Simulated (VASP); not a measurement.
# RbMgSbO3 (R3m) in VASP: notebook

RbMgSbO3 is run at these levels: PBE; tasks: single point.

Program: VASP 6.6.1. These are calculated values, not measurements. Logs are shortened: lines on timing, memory, paths and dates and some standing lists are left out, and cuts for length are marked.

## Step 1: The cell of the first run

The structure is trigonal, space group R3m (No. 160). Conventional cell: a = 6.179 Å, b = 6.179 Å, c = 11.117 Å, α = 90.00°, β = 90.00°, γ = 120.00°. Rb (site symmetry 3m) has 9 O at 3.19 to 3.25 Å and 4 Sb at 3.57 to 3.61 Å and 3 Mg at 3.71 Å within 4.2 Å. Mg (site symmetry 3m) has 3 O at 1.88 Å within 2.5 Å. Within 2.5 Å of Sb (site symmetry 3m) lie 3 O at 1.92 Å. Within 2.5 Å of O (site symmetry m) lie 1 Mg at 1.88 Å and 1 Sb at 1.92 Å.

## Step 2: Single point, PBE

INCAR

```
SYSTEM = RbMgSbO3
ALGO = Normal ; EDIFF = 1E-6
ENCUT = 520 ; GGA = PE
ISIF = 2 ; ISMEAR = 0
LASPH = .True. ; LCHARG = .False.
LREAL = .False. ; LWAVE = .False.
NBANDS = 26 ; NELM = 60
PREC = Accurate ; SIGMA = 0.01
```

KPOINTS

```
k-points
0
Gamma
  4 4 4
  0 0 0
```

POSCAR

```
RbMgSbO3
1.0
    3.0897263847      1.7838548369      3.7056902310
   -3.0897263847      1.7838548369      3.7056902310
    0.0000000000     -3.5677096737      3.7056902310
Rb Mg Sb O
1 1 1 3
Direct
    0.8952780000      0.8952780000      0.8952780000
    0.3185390000      0.3185390000      0.3185390000
    0.5701280000      0.5701280000      0.5701280000
    0.4946450000      0.4946450000      0.9672600000
    0.9672600000      0.4946450000      0.4946450000
    0.4946450000      0.9672600000      0.4946450000
```

Potentials or basis: VASP PAW PBE potentials, release 64 (Rb_sv, Mg, Sb, O).

Launch:

```bash
cat potpaw_PBE.64/Rb_sv/POTCAR potpaw_PBE.64/Mg/POTCAR potpaw_PBE.64/Sb/POTCAR potpaw_PBE.64/O/POTCAR > POTCAR
mpirun -np 1 vasp_std > vasp.out
```

OUTCAR:

```text
SYSTEM = RbMgSbO3
   EDIFF = 1E-6
   ENCUT = 520
   GGA = PE
   ISIF = 2
   ISMEAR = 0
   LASPH = .True.
   LREAL = .False.
   NELM = 60
   PREC = Accurate

 ion  position               nearest neighbor table
   1  0.895  0.895  0.895-   5 3.19   6 3.19   4 3.19   4 3.25   4 3.25   5 3.25   6 3.25   6 3.25
                             5 3.25   3 3.57   3 3.57   3 3.57   3 3.61   2 3.71   2 3.71   2 3.71
   2  0.319  0.319  0.319-   5 1.88   6 1.88   4 1.88   3 2.80   3 3.68   3 3.68   3 3.68   1 3.71
                             1 3.71   1 3.71   1 4.48   1 4.48   1 4.48   1 4.71
   3  0.570  0.570  0.570-   5 1.92   6 1.92   4 1.92   2 2.80   1 3.57   1 3.57   1 3.57   1 3.61
                             2 3.68   2 3.68   2 3.68
   4  0.495  0.495  0.967-   2 1.88   3 1.92   1 3.19   1 3.25   1 3.25
   5  0.967  0.495  0.495-   2 1.88   3 1.92   1 3.19   1 3.25   1 3.25
   6  0.495  0.967  0.495-   2 1.88   3 1.92   1 3.19   1 3.25   1 3.25

  LATTYP: Found a trigonal (rhomboedric) cell.
 ALAT       =     5.1439957624
 COS(alpha) =     0.2784456479

  Lattice vectors:

 A1 = (   3.0897263847,   1.7838548369,   3.7056902310)
 A2 = (  -3.0897263847,   1.7838548369,   3.7056902310)
 A3 = (   0.0000000000,  -3.5677096737,   3.7056902310)

Analysis of symmetry for initial positions (statically):
=====================================================================
 Subroutine PRICEL returns:
 Original cell was already a primitive cell.

 Routine SETGRP: Setting up the symmetry group for a
 trigonal (rhombohedral) supercell.

 Subroutine GETGRP returns: Found  6 space group operations
 (whereof  6 operations were pure point group operations)
 out of a pool of 12 trial point group operations.

The static configuration has the point symmetry C_3v.

Analysis of symmetry for dynamics (positions and initial velocities):
=====================================================================
 Subroutine PRICEL returns:
 Original cell was already a primitive cell.

 Routine SETGRP: Setting up the symmetry group for a
 trigonal (rhombohedral) supercell.

 Subroutine GETGRP returns: Found  6 space group operations
 (whereof  6 operations were pure point group operations)
 out of a pool of 12 trial point group operations.

The dynamic configuration has the point symmetry C_3v.

 Subroutine INISYM returns: Found  6 space group operations
 (whereof  6 operations are pure point group operations),
 and found     1 'primitive' translations

----------------------------------------------------------------------------------------

                                     Primitive cell

  volume of cell :     122.5462

  direct lattice vectors                    reciprocal lattice vectors
     3.089726385  1.783854837  3.705690231     0.161826627  0.093430622  0.089951753
    -3.089726385  1.783854837  3.705690231    -0.161826627  0.093430622  0.089951753
     0.000000000 -3.567709674  3.705690231     0.000000000 -0.186861244  0.089951753

  length of vectors
     5.143995266  5.143995266  5.143995762     0.207384802  0.207384802  0.207384769

  position of ions in fractional coordinates (direct lattice)
     0.895278000  0.895278000  0.895278000
     0.318539000  0.318539000  0.318539000
     0.570128000  0.570128000  0.570128000
     0.494645000  0.494645000  0.967260000
     0.967260000  0.494645000  0.494645000
     0.494645000  0.967260000  0.494645000

  ion indices of the primitive-cell ions
   primitive index   ion index
                 1           1
                 2           2
                 3           3
                 4           4
                 5           5
                 6           6

----------------------------------------------------------------------------------------

 KPOINTS: k-points

Automatic generation of k-mesh.
 Grid dimensions read from file:
 generate k-points for:    4    4    4

 Generating k-lattice:

  Cartesian coordinates                     Fractional coordinates (reciprocal lattice)
     0.040456657  0.023357655  0.022487938     0.250000000  0.000000000  0.000000000
    -0.040456657  0.023357655  0.022487938     0.000000000  0.250000000  0.000000000
     0.000000000 -0.046715311  0.022487938     0.000000000  0.000000000  0.250000000

  Length of vectors
     0.051846201  0.051846201  0.051846192

  Shift w.r.t. Gamma in fractional coordinates (k-lattice)
     0.000000000  0.000000000  0.000000000

 Subroutine IBZKPT returns following result:
 ===========================================

 Found     13 irreducible k-points:

 Following reciprocal coordinates:
            Coordinates               Weight
  0.000000  0.000000  0.000000      1.000000
  0.250000  0.000000  0.000000      6.000000
  0.500000  0.000000  0.000000      3.000000
  0.250000  0.250000  0.000000      6.000000
  0.500000  0.250000  0.000000     12.000000
 -0.250000  0.250000  0.000000      6.000000
  0.500000  0.500000  0.000000      3.000000
  0.250000  0.250000  0.250000      2.000000
  0.500000  0.250000  0.250000      6.000000
 -0.250000  0.250000  0.250000      6.000000
  0.500000  0.500000  0.250000      6.000000
 -0.250000  0.500000  0.250000      6.000000
  0.500000  0.500000  0.500000      1.000000
   k-points           NKPTS =     13   k-points in BZ     NKDIM =     13   number of bands    NBANDS=     26
   number of dos      NEDOS =    301   number of ions     NIONS =      6
   total plane-waves  NPLWV =  64000
   dimension x,y,z NGX =    40 NGY =   40 NGZ =   40
   dimension x,y,z NGXF=    80 NGYF=   80 NGZF=   80
   ions per type =               1   1   1   3
   NGX,Y,Z   is equivalent  to a cutoff of  12.93, 12.93, 12.93 a.u.
   NGXF,Y,Z  is equivalent  to a cutoff of  25.85, 25.85, 25.85 a.u.
 SYSTEM =  RbMgSbO3
   PREC   = accura    normal or accurate (medium, high low for compatibility)
   ISTART =      0    job   : 0-new  1-cont  2-samecut
   ICHARG =      2    charge: 1-file 2-atom 10-const
   ISPIN  =      1    spin polarized calculation?
   LNONCOLLINEAR =      F non collinear calculations
   LSORBIT =      F    spin-orbit coupling
   LASPH  =      T    aspherical Exc in radial PAW
   ENCUT  =  520.0 eV  38.22 Ry    6.18 a.u.   9.56  9.56  9.56*2*pi/ulx,y,z
   NELM   =     60;   NELMIN=  2; NELMDL= -5     # of ELM steps
   EDIFF  = 0.1E-05   stopping-criterion for ELM
   LREAL  =      F    real-space projection
   EDIFFG = 0.1E-04   stopping-criterion for IOM
   NSW    =      0    number of steps for IOM
   IBRION =     -1    ionic relax: 0-MD 1-quasi-New 2-CG
   NFREE  =      0    steps in history (QN), initial steepest desc. (CG)
   ISIF   =      2    stress and relaxation
   ISYM   =      2    0-nonsym 1-usesym 2-fastsym
   POTIM  = 0.5000    time-step for ionic-motion
   TEBEG  =    0.0;   TEEND  =   0.0 temperature during run
   PSTRESS=    0.0 pullay stress
   NELECT =      34.0000    total number of electrons
   NUPDOWN=      -1.0000    fix difference up-down
   EMIN   =  10.00;   EMAX   =-10.00  energy-range for DOS
   EFERMI =   0.00;   METHOD = LEGACY
   ISMEAR =     0;   SIGMA  =   0.01  broadening in eV -4-tet -1-fermi 0-gaus
   EFERMI_NEDOS =   21; number of points for ismear=-14 and -15
   IALGO  =     38    algorithm
   IMIX   =      4    mixing-type and parameters
     AMIX     =   0.40;   BMIX     =  1.00
     AMIX_MAG =   1.60;   BMIX_MAG =  1.00
  volume/ion in A,a.u.               =      20.42       137.83
  Fermi-wavevector in a.u.,A,eV,Ry     =   1.067746  2.017747 15.511743  1.140081
  Thomas-Fermi vector in A             =   2.203372
   LORBIT       =      0    0 simple, 1 ext, 2 COOP (PROOUT), +10 PAW based schemes
   GGA     = PE    functional components
   LHFCALC =     F    Hartree Fock is set to
   AEXX    =    0.0000 exact exchange contribution
   IVDW    =     0    specifies the selected vdW correction
   LEPSILON=     F    determine dielectric tensor
   LRPA    =     F    only Hartree local field effects (RPA)
 non-spin polarized calculation
 Gauss-broadening in eV      SIGMA  =   0.01
  energy-cutoff  :      520.00
  volume of cell :      122.55
 maximum number of plane-waves:      3322
 NGX is ok and might be reduce to    40
   NGX = 19   NGY = 19   NGZ = 19

 number of electron      34.0000001 magnetization

 Free energy of the ion-electron system (eV)
  ---------------------------------------------------
  ext. energy  EPLUGINS =         0.00000000
  ---------------------------------------------------
  free energy    TOTEN  =       -31.74516139 eV

  energy without entropy =      -31.74516139  energy(sigma->0) =      -31.74516139

 E-fermi :   2.2025     XC(G=0):  -8.2952

 val. band max:        2.1424520454   @ k =   0.5000   0.5000   0.5000
 cond. band min:       4.8789319629   @ k =   0.0000   0.0000   0.0000
 fundamental gap:      2.7364799175
 Fermi energy:         2.2025431060

 k-point     1 :       0.0000    0.0000    0.0000
  band No.  band energies     occupation
      1     -24.3506      2.00000
      2     -16.4345      2.00000
      3     -15.2188      2.00000
      4     -15.2188      2.00000
      5      -8.5292      2.00000
      6      -8.5292      2.00000
[... 18 lines left out ...]
     25       9.8687      0.00000
     26       9.8687      0.00000

 k-point     2 :       0.2500    0.0000    0.0000
  band No.  band energies     occupation
      1     -24.3490      2.00000
      2     -16.3873      2.00000
      3     -15.2961      2.00000
      4     -15.2193      2.00000
      5      -8.5223      2.00000
      6      -8.5017      2.00000
[... 18 lines left out ...]
     25      10.3104      0.00000
     26      10.3489      0.00000

 k-point     3 :       0.5000    0.0000    0.0000
  band No.  band energies     occupation
      1     -24.3475      2.00000
      2     -16.3328      2.00000
      3     -15.3802      2.00000
      4     -15.2196      2.00000
      5      -8.5154      2.00000
      6      -8.4750      2.00000
[... 253 lines left out ...]
 k-point    12 :      -0.2500    0.5000    0.2500
  band No.  band energies     occupation
      1     -24.3455      2.00000
      2     -16.3011      2.00000
      3     -15.3810      2.00000
      4     -15.2538      2.00000
      5      -8.5231      2.00000
      6      -8.5055      2.00000
[... 18 lines left out ...]
     25       9.7897      0.00000
     26      10.2562      0.00000

 k-point    13 :       0.5000    0.5000    0.5000
  band No.  band energies     occupation
      1     -24.3444      2.00000
      2     -16.3543      2.00000
      3     -15.2631      2.00000
      4     -15.2631      2.00000
      5      -8.5520      2.00000
      6      -8.5520      2.00000
[... 18 lines left out ...]
     25      10.6081      0.00000
     26      10.6568      0.00000

------------------------ aborting loop because EDIFF is reached ----------------------------------------

  FORCE on cell =-STRESS in cart. coord.  units (eV):
  Direction    XX          YY          ZZ          XY          YZ          ZX
  --------------------------------------------------------------------------------------
  -------------------------------------------------------------------------------------
  Total        3.7713368      3.7713388      3.9107224      0.0000000      0.0000000     -0.0000000
  in kB       49.3067081     49.3067344     51.1290449      0.0000000      0.0000000     -0.0000000
  external PRESSURE =      49.9141625 kB  Pullay stress =       0.0000000 kB

 VOLUME and BASIS-vectors are now :
 -----------------------------------------------------------------------------
  energy-cutoff  :      520.00
  volume of cell :      122.55
      direct lattice vectors                 reciprocal lattice vectors
     3.089726385  1.783854837  3.705690231     0.161826627  0.093430622  0.089951753
    -3.089726385  1.783854837  3.705690231    -0.161826627  0.093430622  0.089951753
     0.000000000 -3.567709674  3.705690231     0.000000000 -0.186861244  0.089951753

 POSITION                                       TOTAL-FORCE (eV/Angst)
 -----------------------------------------------------------------------------------
      0.00000      0.00000      9.95287         0.000000      0.000000      0.036964
      0.00000      0.00000      3.54122         0.000000      0.000000      0.036596
      0.00000      0.00000      6.33815         0.000000     -0.000000     -1.094276
      0.00000     -1.68615      7.25037         0.000000     -0.328945      0.340239
      1.46025      0.84308      7.25037         0.284875      0.164473      0.340239
     -1.46025      0.84308      7.25037        -0.284875      0.164473      0.340239
 -----------------------------------------------------------------------------------
    total drift:                               -0.000000      0.000012      0.001162

  FREE ENERGIE OF THE ION-ELECTRON SYSTEM (eV)
  ---------------------------------------------------
  free  energy   TOTEN  =       -31.7451613859 eV

  energy  without entropy=      -31.7451613859  energy(sigma->0) =      -31.74516139
```

Run time: 91 s. Hardware: 1 thread of Intel Xeon 8259CL, shared host; peak memory 0.27 GiB.

What came out:

| Item | Value |
| --- | --- |
| Free energy | -31.7452 eV |
| Pressure | 5.0 GPa |
| Largest force | 1.094 eV/Å |
| Band gap on the k mesh | 2.74 eV (least direct gap 2.79 eV) |

Forces on the atoms (eV/Å):
```
Rb   0.000  0.000  0.037
Mg   0.000  0.000  0.037
Sb   0.000  0.000 -1.094
O    0.000 -0.329  0.340
O    0.285  0.164  0.340
O   -0.285  0.164  0.340
```

Stress tensor (GPa, compression positive):
```
4.93 0.00 0.00
0.00 4.93 0.00
0.00 0.00 5.11
```

Caveat: the cell stands under pressure; spin-orbit coupling is left out, which moves the levels of the heavy elements; forces of over 1 eV/Å act on the atoms, so gaps and moduli don't describe the material at rest.

## Step 3: Single point, PBE

This run uses another cell than the first one, of 21.07 Å³/atom.

INCAR

```
  PREC = Accurate
  ENCUT = 520
  EDIFF = 1E-7
  ISMEAR = 0
  SIGMA = 0.01
  LREAL = F
  LASPH = T
  NELM = 100
  ALGO = Normal
  ISIF = 2
  LWAVE = F
  LCHARG = F
  GGA = PE
  NBANDS = 26
```

KPOINTS

```
regular mesh
0
Gamma
  4 4 4
```

POSCAR: that of step 2 with these lines changed.

```diff
@@ -2,5 +2,5 @@
 1.0
-    3.0897263847      1.7838548369      3.7056902310
-   -3.0897263847      1.7838548369      3.7056902310
-    0.0000000000     -3.5677096737      3.7056902310
+    3.1219133510      1.8024379955      3.7442939491
+   -3.1219133510      1.8024379955      3.7442939491
+    0.0000000000     -3.6048759909      3.7442939491
 Rb Mg Sb O
```

Potentials or basis: VASP PAW PBE potentials, release 64 (Rb_sv, Mg, Sb, O).

Launch:

```bash
cat potpaw_PBE.64/Rb_sv/POTCAR potpaw_PBE.64/Mg/POTCAR potpaw_PBE.64/Sb/POTCAR potpaw_PBE.64/O/POTCAR > POTCAR
mpirun -np 1 vasp_std > vasp.out
```

It took 95 s on 1 thread of Intel Xeon 8259CL, shared host; peak memory 0.26 GiB.

Results (log left out):

| Quantity | Value |
| --- | --- |
| Free energy | -31.8358 eV |
| Pressure | 2.4 GPa |
| Largest force | 0.427 eV/Å |
| Band gap on the k mesh | 2.78 eV (least direct gap 2.81 eV) |

Forces on the atoms (eV/Å):
```
Rb   0.000  0.000  0.015
Mg   0.000  0.000  0.045
Sb   0.000  0.000 -0.427
O    0.000 -0.137  0.122
O    0.118  0.068  0.122
O   -0.118  0.068  0.122
```

Stress tensor (GPa, compression positive):
```
1.92 0.00 0.00
0.00 1.92 0.00
0.00 0.00 3.38
```

Levels at points of the mesh, in eV from the valence-band top:
```tsv
k point	band 13	band 14	band 15	band 16	band 17	band 18	band 19	band 20	band 21	band 22
(0.00, 0.00, 0.00)	-2.51	-2.26	-2.11	-2.11	-1.52	2.78	4.96	4.96	6.00	6.00
(0.50, 0.00, 0.00)	-2.53	-2.46	-2.18	-1.87	-1.33	3.12	4.63	4.98	5.61	6.35
(0.50, 0.50, 0.00)	-2.65	-2.33	-2.20	-1.76	-0.62	3.12	3.55	4.72	5.31	6.54
(0.50, 0.50, 0.50)	-2.49	-1.96	-1.96	-1.46	0.00	2.81	2.81	3.14	4.41	6.88
```

Caveat: spin-orbit coupling is left out, which moves the levels of the heavy elements. A k mesh can miss the band edges.

## Step 4: Single point, PBE

This run uses another cell than the first one, of 21.71 Å³/atom.

INCAR

```
ALGO = Normal
EDIFF = 1E-7
ENCUT = 520
GGA = PE
ISIF = 2
ISMEAR = 0
LASPH = True
LCHARG = False
LREAL = False
LWAVE = False
NBANDS = 26
NELM = 60
PREC = Accurate
SIGMA = 0.01
```

KPOINTS

```
k-points
0
Gamma
  4 4 4
```

POSCAR: that of step 3 with these lines changed.

```diff
@@ -2,5 +2,5 @@
 1.0
-    3.1219133510      1.8024379955      3.7442939491
-   -3.1219133510      1.8024379955      3.7442939491
-    0.0000000000     -3.6048759909      3.7442939491
+    3.1534499638      1.8206456722      3.7821176601
+   -3.1534499638      1.8206456722      3.7821176601
+    0.0000000000     -3.6412913444      3.7821176601
 Rb Mg Sb O
```

Launch:

```bash
cat potpaw_PBE.64/Rb_sv/POTCAR potpaw_PBE.64/Mg/POTCAR potpaw_PBE.64/Sb/POTCAR potpaw_PBE.64/O/POTCAR > POTCAR
mpirun -np 1 vasp_std > vasp.out
```

It took 96 s on 1 thread of Intel Xeon 8259CL, shared host; peak memory 0.27 GiB.

It converged, with:

| Quantity | Value |
| --- | --- |
| Free energy | -31.8686 eV |
| Pressure | 0.2 GPa |
| Largest force | 0.163 eV/Å |
| Band gap on the k mesh | 2.82 eV (least direct gap 2.84 eV) |

Forces on the atoms (eV/Å):
```
Rb   0.000  0.000 -0.004
Mg   0.000  0.000  0.049
Sb   0.000  0.000  0.163
O    0.000  0.029 -0.069
O   -0.025 -0.014 -0.069
O    0.025 -0.014 -0.069
```

Stress tensor (GPa, compression positive):
```
-0.64  0.00  0.00
 0.00 -0.64  0.00
 0.00  0.00  1.91
```

Levels at points of the mesh, in eV from the valence-band top:
```
           k point  band 15  band 16  band 17  band 18  band 19  band 20
(0.00, 0.00, 0.00)    -1.97    -1.97    -1.39     2.82     4.93     4.93
(0.50, 0.00, 0.00)    -2.04    -1.72    -1.26     3.12     4.64     4.94
(0.50, 0.50, 0.00)    -2.04    -1.62    -0.59     3.08     3.53     4.70
(0.50, 0.50, 0.50)    -1.82    -1.33     0.00     2.84     2.84     3.01
```

Caveat: spin-orbit coupling is left out, which moves the levels of the heavy elements. A k mesh can miss the band edges.

## Step 5: Overview

| cell | gap on the mesh (eV) | pressure (GPa) | largest force (eV/Å) |
| --- | --- | --- | --- |
| a = 5.144 Å, angles 73.8°, 6 atoms | 2.74 | 5.0 | 1.09 |
| a = 5.198 Å, angles 73.8°, 6 atoms | 2.78 | 2.4 | 0.43 |
| a = 5.250 Å, angles 73.8°, 6 atoms | 2.82 | 0.2 | 0.16 |

Alike in all rows: task single point; level PBE; potentials or basis VASP PAW PBE potentials, release 64 (Rb_sv, Mg, Sb, O); no spin polarisation; k mesh 4 × 4 × 4; cutoff (eV) 520; smearing gaussian 0.01 eV.

Caveats: spin-orbit coupling is left out, which moves the levels of the heavy elements; the cell stands under pressure (at least some runs); forces of over 1 eV/Å act on the atoms, so gaps and moduli don't describe the material at rest (at least some runs).

Total energies depend on the potentials used, so only differences within one code and one set of settings carry meaning.
